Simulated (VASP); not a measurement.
# BaTe (Pm-3m) in VASP: notebook, part 2 of 2

VASP 6.6.1. Earlier steps stand in the parts before.

## Step 3: Single point, PBE (volume changed by +6%)

Input file INCAR:

```
SYSTEM = BaTe
PREC = Accurate ; ENCUT = 520
EDIFF = 1E-7 ; ISMEAR = 0
SIGMA = 0.01 ; LREAL = .FALSE.
LASPH = .TRUE. ; NELM = 80
ALGO = Normal ; ISIF = 2
LWAVE = .FALSE. ; LCHARG = .TRUE.
GGA = PE ; LELF = .TRUE.
LVHAR = .TRUE. ; NBANDS = 15
```

Input file KPOINTS:

```
regular mesh
0
G
  6 6 6
  0 0 0
```

Input file POSCAR:

```
BaTe
1.0
    4.3280710235      0.0000000000      0.0000000000
    0.0000000000      4.3280710235      0.0000000000
    0.0000000000      0.0000000000      4.3280710235
Ba Te
1 1
Direct
    0.0000000000      0.0000000000      0.0000000000
    0.5000000000      0.5000000000      0.5000000000
```

Potentials or basis: VASP PAW PBE potentials, release 64 (Ba_sv, Te).

On the command line:

```bash
$ cat potpaw_PBE.64/Ba_sv/POTCAR potpaw_PBE.64/Te/POTCAR > POTCAR
$ mpirun -np 1 vasp_std > vasp.out
```

OUTCAR:

```text
SYSTEM = BaTe
   PREC = Accurate
   ENCUT = 520
   EDIFF = 1E-7
   ISMEAR = 0
   LREAL = .FALSE.
   LASPH = .TRUE.
   NELM = 80
   ISIF = 2
   GGA = PE

 ion  position               nearest neighbor table
   1  0.000  0.000  0.000-   2 3.75   2 3.75   2 3.75   2 3.75   2 3.75   2 3.75   2 3.75   2 3.75

   2  0.500  0.500  0.500-   1 3.75   1 3.75   1 3.75   1 3.75   1 3.75   1 3.75   1 3.75   1 3.75

  LATTYP: Found a simple cubic cell.
 ALAT       =     4.3280710235

  Lattice vectors:

 A1 = (   4.3280710235,   0.0000000000,   0.0000000000)
 A2 = (   0.0000000000,   4.3280710235,   0.0000000000)
 A3 = (   0.0000000000,   0.0000000000,   4.3280710235)

Analysis of symmetry for initial positions (statically):
=====================================================================
 Subroutine PRICEL returns:
 Original cell was already a primitive cell.

 Routine SETGRP: Setting up the symmetry group for a
 simple cubic supercell.

 Subroutine GETGRP returns: Found 48 space group operations
 (whereof 48 operations were pure point group operations)
 out of a pool of 48 trial point group operations.

The static configuration has the point symmetry O_h .

Analysis of symmetry for dynamics (positions and initial velocities):
=====================================================================
 Subroutine PRICEL returns:
 Original cell was already a primitive cell.

 Routine SETGRP: Setting up the symmetry group for a
 simple cubic supercell.

 Subroutine GETGRP returns: Found 48 space group operations
 (whereof 48 operations were pure point group operations)
 out of a pool of 48 trial point group operations.

The dynamic configuration has the point symmetry O_h .

 Subroutine INISYM returns: Found 48 space group operations
 (whereof 48 operations are pure point group operations),
 and found     1 'primitive' translations

----------------------------------------------------------------------------------------

                                     Primitive cell

  volume of cell :      81.0743

  direct lattice vectors                    reciprocal lattice vectors
     4.328071023  0.000000000  0.000000000     0.231049813  0.000000000  0.000000000
     0.000000000  4.328071023  0.000000000     0.000000000  0.231049813  0.000000000
     0.000000000  0.000000000  4.328071023     0.000000000  0.000000000  0.231049813

  length of vectors
     4.328071023  4.328071023  4.328071023     0.231049813  0.231049813  0.231049813

  position of ions in fractional coordinates (direct lattice)
     0.000000000  0.000000000  0.000000000
     0.500000000  0.500000000  0.500000000

  ion indices of the primitive-cell ions
   primitive index   ion index
                 1           1
                 2           2

----------------------------------------------------------------------------------------

 KPOINTS: regular mesh

Automatic generation of k-mesh.
 Grid dimensions read from file:
 generate k-points for:    6    6    6

 Generating k-lattice:

  Cartesian coordinates                     Fractional coordinates (reciprocal lattice)
[... 35 lines left out ...]
  0.500000  0.500000  0.333333      6.000000
  0.500000  0.500000  0.500000      1.000000
   k-points           NKPTS =     20   k-points in BZ     NKDIM =     20   number of bands    NBANDS=     15
   number of dos      NEDOS =    301   number of ions     NIONS =      2
   total plane-waves  NPLWV =  32768
   dimension x,y,z NGX =    32 NGY =   32 NGZ =   32
   dimension x,y,z NGXF=    64 NGYF=   64 NGZF=   64
   ions per type =               1   1
   NGX,Y,Z   is equivalent  to a cutoff of  12.29, 12.29, 12.29 a.u.
   NGXF,Y,Z  is equivalent  to a cutoff of  24.58, 24.58, 24.58 a.u.
 SYSTEM =  BaTe
   PREC   = accura    normal or accurate (medium, high low for compatibility)
   ISTART =      0    job   : 0-new  1-cont  2-samecut
   ICHARG =      2    charge: 1-file 2-atom 10-const
   ISPIN  =      1    spin polarized calculation?
   LNONCOLLINEAR =      F non collinear calculations
   LSORBIT =      F    spin-orbit coupling
   LASPH  =      T    aspherical Exc in radial PAW
   ENCUT  =  520.0 eV  38.22 Ry    6.18 a.u.   8.05  8.05  8.05*2*pi/ulx,y,z
   NELM   =     80;   NELMIN=  2; NELMDL= -5     # of ELM steps
   EDIFF  = 0.1E-06   stopping-criterion for ELM
   LREAL  =      F    real-space projection
   EDIFFG = 0.1E-05   stopping-criterion for IOM
   NSW    =      0    number of steps for IOM
   IBRION =     -1    ionic relax: 0-MD 1-quasi-New 2-CG
   NFREE  =      0    steps in history (QN), initial steepest desc. (CG)
   ISIF   =      2    stress and relaxation
   ISYM   =      2    0-nonsym 1-usesym 2-fastsym
   POTIM  = 0.5000    time-step for ionic-motion
   TEBEG  =    0.0;   TEEND  =   0.0 temperature during run
   PSTRESS=    0.0 pullay stress
   NELECT =      16.0000    total number of electrons
   NUPDOWN=      -1.0000    fix difference up-down
   EMIN   =  10.00;   EMAX   =-10.00  energy-range for DOS
   EFERMI =   0.00;   METHOD = LEGACY
   ISMEAR =     0;   SIGMA  =   0.01  broadening in eV -4-tet -1-fermi 0-gaus
   EFERMI_NEDOS =   21; number of points for ismear=-14 and -15
   IALGO  =     38    algorithm
   IMIX   =      4    mixing-type and parameters
     AMIX     =   0.40;   BMIX     =  1.00
     AMIX_MAG =   1.60;   BMIX_MAG =  1.00
  volume/ion in A,a.u.               =      40.54       273.56
  Fermi-wavevector in a.u.,A,eV,Ry     =   0.953134  1.801161 12.360398  0.908464
  Thomas-Fermi vector in A             =   2.081761
   LORBIT       =      0    0 simple, 1 ext, 2 COOP (PROOUT), +10 PAW based schemes
   GGA     = PE    functional components
   LHFCALC =     F    Hartree Fock is set to
   AEXX    =    0.0000 exact exchange contribution
   IVDW    =     0    specifies the selected vdW correction
   LEPSILON=     F    determine dielectric tensor
   LRPA    =     F    only Hartree local field effects (RPA)
 non-spin polarized calculation
 Gauss-broadening in eV      SIGMA  =   0.01
  energy-cutoff  :      520.00
  volume of cell :       81.07
 maximum number of plane-waves:      2272
   NGX = 17   NGY = 17   NGZ = 17

 number of electron      16.0000000 magnetization

 Free energy of the ion-electron system (eV)
  ---------------------------------------------------
  ext. energy  EPLUGINS =         0.00000000
  ---------------------------------------------------
  free energy    TOTEN  =        -8.27440606 eV

  energy without entropy =       -8.27440606  energy(sigma->0) =       -8.27440606

 E-fermi :   3.5819     XC(G=0):  -8.5951

 val. band max:        3.4744419986   @ k =   0.5000   0.5000   0.0000
 cond. band min:       4.3573391454   @ k =   0.0000   0.0000   0.0000
 fundamental gap:      0.8828971468
 Fermi energy:         3.5818560795

 k-point     1 :       0.0000    0.0000    0.0000
  band No.  band energies     occupation
      1     -24.7396      2.00000
      2      -9.7759      2.00000
      3      -9.7759      2.00000
      4      -9.7759      2.00000
      5      -6.7504      2.00000
      6       3.1005      2.00000
      7       3.1005      2.00000
      8       3.1005      2.00000
      9       4.3573      0.00000
     10       4.3573      0.00000
     11       5.5964      0.00000
     12       7.8975      0.00000
     13       7.8975      0.00000
     14       7.8975      0.00000
[... 329 lines left out ...]
      2     -10.0074      2.00000
      3     -10.0074      2.00000
      4     -10.0074      2.00000
      5      -5.9115      2.00000
      6       0.7637      2.00000
      7       0.7637      2.00000
      8       0.7637      2.00000
      9       8.0609      0.00000
     10       8.0609      0.00000
     11       8.0609      0.00000
     12       9.4475      0.00000
     13       9.4475      0.00000
     14       9.4475      0.00000
     15       9.5589      0.00000

------------------------ aborting loop because EDIFF is reached ----------------------------------------

  FORCE on cell =-STRESS in cart. coord.  units (eV):
  Direction    XX          YY          ZZ          XY          YZ          ZX
  --------------------------------------------------------------------------------------
  -------------------------------------------------------------------------------------
  Total       -0.6419850     -0.6419850     -0.6419850      0.0000000      0.0000000      0.0000000
  in kB      -12.6868069    -12.6868069    -12.6868069      0.0000000      0.0000000      0.0000000
  external PRESSURE =     -12.6868069 kB  Pullay stress =       0.0000000 kB

 VOLUME and BASIS-vectors are now :
 -----------------------------------------------------------------------------
  energy-cutoff  :      520.00
  volume of cell :       81.07
      direct lattice vectors                 reciprocal lattice vectors
     4.328071023  0.000000000  0.000000000     0.231049813  0.000000000  0.000000000
     0.000000000  4.328071023  0.000000000     0.000000000  0.231049813  0.000000000
     0.000000000  0.000000000  4.328071023     0.000000000  0.000000000  0.231049813

 POSITION                                       TOTAL-FORCE (eV/Angst)
 -----------------------------------------------------------------------------------
      0.00000      0.00000      0.00000         0.000000      0.000000      0.000000
      2.16404      2.16404      2.16404         0.000000      0.000000      0.000000
 -----------------------------------------------------------------------------------
    total drift:                                0.000000      0.000000     -0.000000

  FREE ENERGIE OF THE ION-ELECTRON SYSTEM (eV)
  ---------------------------------------------------
  free  energy   TOTEN  =        -8.2744060642 eV

  energy  without entropy=       -8.2744060642  energy(sigma->0) =       -8.27440606
```

Wall time 16 s (1 thread of Intel Xeon Platinum 8259CL at 2.50GHz (Skylake/Cascade Lake), shared host); peak memory 0.19 GiB.

What came out:

- Free energy: -8.2744 eV
- Pressure: -1.3 GPa
- Band gap on the k mesh: 0.88 eV, indirect (least direct gap 1.02 eV)

Levels at points of the mesh, in eV from the valence-band top:
| k point | band 4 | band 5 | band 6 | band 7 | band 8 | band 9 | band 10 | band 11 | band 12 | band 13 |
| --- | --- | --- | --- | --- | --- | --- | --- | --- | --- | --- |
| (0.00, 0.00, 0.00) | -13.25 | -10.22 | -0.37 | -0.37 | -0.37 | 0.88 | 0.88 | 2.12 | 4.42 | 4.42 |
| (0.50, 0.00, 0.00) | -13.21 | -9.60 | -3.22 | -0.80 | -0.80 | 1.63 | 4.71 | 4.73 | 4.79 | 4.89 |
| (0.50, 0.50, 0.00) | -13.18 | -9.72 | -1.97 | -1.97 | 0.00 | 1.02 | 2.46 | 2.90 | 2.90 | 5.94 |
| (0.50, 0.50, 0.50) | -13.48 | -9.39 | -2.71 | -2.71 | -2.71 | 4.59 | 4.59 | 4.59 | 5.97 | 5.97 |

Caveat: spin-orbit coupling is left out, which moves the levels of the heavy elements. A k mesh can miss the band edges.

## Step 4: Single point, r2SCAN (volume changed by -6%)

Input file POSCAR:

```
BaTe
1.0
    4.1581649023      0.0000000000      0.0000000000
    0.0000000000      4.1581649023      0.0000000000
    0.0000000000      0.0000000000      4.1581649023
Ba Te
1 1
Direct
    0.0000000000      0.0000000000      0.0000000000
    0.5000000000      0.5000000000      0.5000000000
```

Input file INCAR.step1:

```
  PREC = Accurate
  ENCUT = 520
  ISMEAR = 0
  SIGMA = 0.01
  LREAL = F
  LASPH = T
  NELM = 100
  NBANDS = 15
  GGA = PE
  ALGO = Normal
  EDIFF = 1E-4
  LWAVE = T
  LCHARG = F
```

Input file INCAR.step2:

```
  PREC = Accurate
  ENCUT = 520
  EDIFF = 1E-6
  ISMEAR = 0
  SIGMA = 0.01
  LREAL = F
  LASPH = T
  NELM = 100
  ALGO = Normal
  ISIF = 2
  LWAVE = F
  LCHARG = F
  METAGGA = R2SCAN
  LMIXTAU = T
  NBANDS = 15
  ISTART = 1
```

Input file KPOINTS:

```
Automatic mesh
0
Gamma
  6 6 6
```

Potentials or basis: VASP PAW PBE potentials, release 64 (Ba_sv, Te).

On the command line:

```bash
$ cat potpaw_PBE.64/Ba_sv/POTCAR potpaw_PBE.64/Te/POTCAR > POTCAR
$ cp INCAR.step1 INCAR
$ mpirun -np 1 vasp_std > vasp.out
$ cp INCAR.step2 INCAR
$ mpirun -np 1 vasp_std > vasp.out
```

OUTCAR:

```text
PREC = Accurate
   ENCUT = 520
   EDIFF = 1E-6
   ISMEAR = 0
   LREAL = F
   LASPH = T
   NELM = 100
   ISIF = 2
   METAGGA = R2SCAN
   ISTART = 1

 ion  position               nearest neighbor table
   1  0.000  0.000  0.000-   2 3.60   2 3.60   2 3.60   2 3.60   2 3.60   2 3.60   2 3.60   2 3.60

   2  0.500  0.500  0.500-   1 3.60   1 3.60   1 3.60   1 3.60   1 3.60   1 3.60   1 3.60   1 3.60

  LATTYP: Found a simple cubic cell.
 ALAT       =     4.1581649023
[... 542 lines left out ...]
     15      11.5225      0.00000

------------------------ aborting loop because EDIFF is reached ----------------------------------------

  FORCE on cell =-STRESS in cart. coord.  units (eV):
  Direction    XX          YY          ZZ          XY          YZ          ZX
  --------------------------------------------------------------------------------------
  -------------------------------------------------------------------------------------
  Total        1.3348870      1.3348870      1.3348870      0.0000000     -0.0000000     -0.0000000
  in kB       29.7474658     29.7474658     29.7474658      0.0000000     -0.0000000     -0.0000000
  external PRESSURE =      29.7474658 kB  Pullay stress =       0.0000000 kB

 VOLUME and BASIS-vectors are now :
 -----------------------------------------------------------------------------
  energy-cutoff  :      520.00
  volume of cell :       71.90
      direct lattice vectors                 reciprocal lattice vectors
     4.158164902  0.000000000  0.000000000     0.240490703  0.000000000  0.000000000
     0.000000000  4.158164902  0.000000000     0.000000000  0.240490703  0.000000000
     0.000000000  0.000000000  4.158164902     0.000000000  0.000000000  0.240490703

 POSITION                                       TOTAL-FORCE (eV/Angst)
 -----------------------------------------------------------------------------------
      0.00000      0.00000      0.00000         0.000000      0.000000      0.000000
      2.07908      2.07908      2.07908         0.000000      0.000000      0.000000
 -----------------------------------------------------------------------------------
    total drift:                                0.000000      0.000000     -0.000000

  FREE ENERGIE OF THE ION-ELECTRON SYSTEM (eV)
  ---------------------------------------------------
  free  energy   TOTEN  =       -55.6276207767 eV

  energy  without entropy=      -55.6276207767  energy(sigma->0) =      -55.62762078
```

It took 42 s on 1 thread of Intel Xeon Platinum 8259CL at 2.50GHz (Skylake/Cascade Lake), shared host; peak memory 0.19 GiB.

What came out:

* Free energy: -55.6276 eV
* Pressure: 3.0 GPa
* Band gap on the k mesh: 0.95 eV, indirect (least direct gap 1.32 eV)

Levels at points of the mesh, in eV from the valence-band top:
| k point | band 6 | band 7 | band 8 | band 9 | band 10 | band 11 |
| --- | --- | --- | --- | --- | --- | --- |
| (0.00, 0.00, 0.00) | -0.38 | -0.38 | -0.38 | 0.95 | 0.95 | 3.62 |
| (0.50, 0.00, 0.00) | -3.66 | -0.97 | -0.97 | 1.85 | 5.23 | 5.63 |
| (0.50, 0.50, 0.00) | -2.21 | -2.21 | 0.00 | 1.33 | 3.14 | 3.31 |
| (0.50, 0.50, 0.50) | -3.26 | -3.26 | -3.26 | 5.52 | 5.52 | 5.52 |

Caveat: the PAW data sets were made with another functional, which shifts forces and pressure a little; spin-orbit coupling is left out, which moves the levels of the heavy elements. A k mesh can miss the band edges.

## Step 5: Overview

```csv
level,cell,gap on the mesh (eV),pressure (GPa)
PBE,"a = 4.287 Å, 2 atoms",0.82,-0.5
PBE,"a = 4.328 Å, 2 atoms",0.88,-1.3
r2SCAN,"a = 4.158 Å, 2 atoms",0.95,3.0
```

Alike in all rows: task single point; potentials or basis VASP PAW PBE potentials, release 64 (Ba_sv, Te); no spin polarisation; k mesh 6 × 6 × 6; cutoff (eV) 520; smearing gaussian 0.01 eV.

Caveats: spin-orbit coupling is left out, which moves the levels of the heavy elements; the PAW data sets were made with another functional, which shifts forces and pressure a little (some runs).

Total energies depend on the potentials used, so only differences within one code and one set of settings carry meaning.
